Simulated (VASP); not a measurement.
A run of VASP 6.6.1 is set up as follows.

INCAR

```
ALGO = Normal
EDIFF = 1E-7
ENCUT = 520
GGA = RE
ISIF = 2
ISMEAR = -1
LASPH = True
LCHARG = False
LREAL = False
LWAVE = False
NBANDS = 16
NELM = 80
PREC = Accurate
SIGMA = 0.05
```

File KPOINTS:

```
k-points
0
Gamma
  7 7 6
```

File POSCAR:

```
Se
1.0
    4.3662000000      0.0000000000      0.0000000000
   -2.1831000000      3.7812401180      0.0000000000
    0.0000000000      0.0000000000      4.9536000000
Se
3
Direct
    0.7746000000      0.7746000000      0.0000000000
    0.0000000000      0.2254000000      0.6666666667
    0.2254000000      0.0000000000      0.3333333333
```

Potentials or basis: VASP PAW PBE potentials, release 64 (Se).

Run with:

```console
$ cat potpaw_PBE.64/Se/POTCAR > POTCAR
$ mpirun -np 1 vasp_std > vasp.out
```

**Question.** What does it give for the band gap on the k mesh?

**Answer.** 1.25 eV (least direct gap 1.50 eV).

**Question.** Estimate the largest force.

**Answer.** 0.419 eV/Å.

**Question.** What does it give for the pressure?

**Answer.** 4.2 GPa.

Forces in eV/Å, atoms in the order of the input:
```
Se  -0.210 -0.363  0.000
Se  -0.210  0.363  0.000
Se   0.419  0.000  0.000
```

Caveat: the cell stands under pressure; the PAW data sets were made with another functional, which shifts forces and pressure a little. A k mesh can miss the band edges.
